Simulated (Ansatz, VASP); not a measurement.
Ir in VASP and in Ansatz

Contents of INCAR:

```
SYSTEM = Ir
PREC = Accurate
ENCUT = 500
EDIFF = 1E-6
ISMEAR = 0
SIGMA = 0.15
LREAL = .False.
LASPH = .True.
NELM = 120
ALGO = Normal
ISIF = 2
LWAVE = .False.
LCHARG = .False.
GGA = PS
NBANDS = 24
GGA_COMPAT = .False.
```

Contents of KPOINTS:

```
regular mesh
0
Gamma
  24 24 12
  0 0 0
```

POSCAR

```
Ir
1.0
    2.5209784096      0.0000000000      0.0000000000
   -1.2604892048      2.1832313451      0.0000000000
    0.0000000000      0.0000000000      5.3152050834
Ir
2
Direct
    0.6666666667      0.3333333333      0.7500000000
    0.3333333333      0.6666666667      0.2500000000
```

Input for Ansatz:

```yaml
crystal:
  lattice:
    - [2.5209784096, 0.0, 0.0]
    - [-1.2604892048, 2.1832313451, 0.0]
    - [0.0, 0.0, 5.3152050834]
  atoms:
    - { symbol: Ir, position: [0.6666666667, 0.3333333333, 0.75] }
    - { symbol: Ir, position: [0.3333333333, 0.6666666667, 0.25] }
basis:
  ecutwfc: 420
kpoints:
  mp_grid: { grid: [24, 24, 12] }
hamiltonian:
  xc: pbesol
scf:
  occupations: { method: gaussian, width: 0.15 }
output:
  forces: true
  stress: true
  eigenvalues: true
```

Alike in both runs: task single point; functional PBEsol; k mesh 24 × 24 × 12; occupations gaussian, width 0.15 eV; no spin polarisation.

```csv
,VASP,Ansatz
version,VASP 6.6.1,Ansatz 0.2.0
potentials or method,"VASP PAW PBE potentials, release 64 (Ir_sv_GW), cutoff 500 eV","scalar-relativistic, plane waves, PAW"
valence electrons in the cell,34,34
```

Ansatz gave:

| Item | Value |
| --- | --- |
| gap on the k mesh at the Fermi level (eV) | none |
| pressure (GPa) | 19.1 |
| traceless stress, the component that is largest in VASP (GPa) | -60.92 |

Task: What did VASP give for the same quantities?

Result: gap on the k mesh at the Fermi level (eV): none; pressure (GPa): 16.0; traceless stress, the component that is largest in VASP (GPa): -60.77.

VASP's potentials were made for PBE, not for PBEsol. A gap of «none» marks a metal or a gap that the smearing closes. With one functional, cell and mesh, what is left measures potentials, basis and numerics.

Spin-orbit coupling is off throughout.
